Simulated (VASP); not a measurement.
**C: relaxation of the atoms with PBE**

C:

```
C
1.0
     2.52210    0.00000    0.00000
    -1.26105    2.18420    0.00000
     0.00000    0.00000    8.23710
C
8
Direct
  0.00000 0.00000 0.09375
  0.00000 0.00000 0.59375
  0.00000 0.00000 0.40625
  0.00000 0.00000 0.90625
  0.33333 0.66667 0.15625
  0.66667 0.33333 0.65625
  0.33333 0.66667 0.34375
  0.66667 0.33333 0.84375
```

- Program: VASP 6.6.1
- Task: relaxation of the atoms
- Functional: PBE
- Potentials or basis: VASP PAW PBE potentials, release 64 (C)
- Cutoff: 520 eV
- k mesh: 12 × 12 × 4
- Occupations: fermi-dirac, width 0.05 eV
- Spin: no spin polarisation
- Dipole correction: no
- Further INCAR settings: ALGO = Normal; EDIFF = 1e-06; IBRION = 2; EDIFFG = -0.02; NSW = 80

```
Energy gained by relaxing    : 1.0 meV/atom
Ionic steps                  : 3
Pressure after relaxing      : 2.9 GPa
Largest force after relaxing : 0.013 eV/Å
Band gap on the k mesh       : 4.44 eV (least direct gap 5.20 eV)
```

Forces in eV/Å, atoms in the order of the input:
```
C    0.000  0.000  0.013
C    0.000  0.000  0.013
C    0.000  0.000 -0.013
C    0.000  0.000 -0.013
C    0.000  0.000 -0.013
C    0.000  0.000 -0.013
C    0.000  0.000  0.013
C    0.000  0.000  0.013
```

Stress tensor (GPa, compression positive):
```
-1.07  0.00  0.00
 0.00 -1.07  0.00
 0.00  0.00 10.86
```

The path:
```
step  energy change (eV)  largest force (eV/Å)  pressure (GPa)
   1              0.0000                0.3287            2.93
   2              0.0102                0.5568            3.12
   3             -0.0081                0.0129            2.91
```

Final structure:
```
CELL_PARAMETERS angstrom
2.52210 0.00000 0.00000
-1.26105 2.18420 0.00000
0.00000 0.00000 8.23710
ATOMIC_POSITIONS crystal
C 0.00000 0.00000 0.09298
C 0.00000 0.00000 0.59298
C 0.00000 0.00000 0.40702
C 0.00000 0.00000 0.90702
C 0.33333 0.66667 0.15550
C 0.66667 0.33333 0.65550
C 0.33333 0.66667 0.34450
C 0.66667 0.33333 0.84450
```

Levels at points of the mesh, in eV from the valence-band top:
| k point | band 14 | band 15 | band 16 | band 17 | band 18 | band 19 |
| --- | --- | --- | --- | --- | --- | --- |
| (0.00, 0.00, 0.00) | -0.22 | 0.00 | 0.00 | 5.20 | 5.20 | 5.70 |
| (0.50, 0.00, 0.00) | -4.62 | -3.65 | -2.92 | 4.48 | 5.68 | 5.94 |
| (0.00, 0.00, 0.50) | -0.68 | -0.68 | -0.68 | 5.99 | 5.99 | 5.99 |
| (0.50, 0.00, 0.50) | -4.72 | -3.65 | -3.65 | 4.83 | 4.83 | 7.09 |

It took 2.8 min on 1 thread of AMD EPYC 7R13, on a shared host, peak memory 0.15 GiB.

A k mesh can miss the band edges.
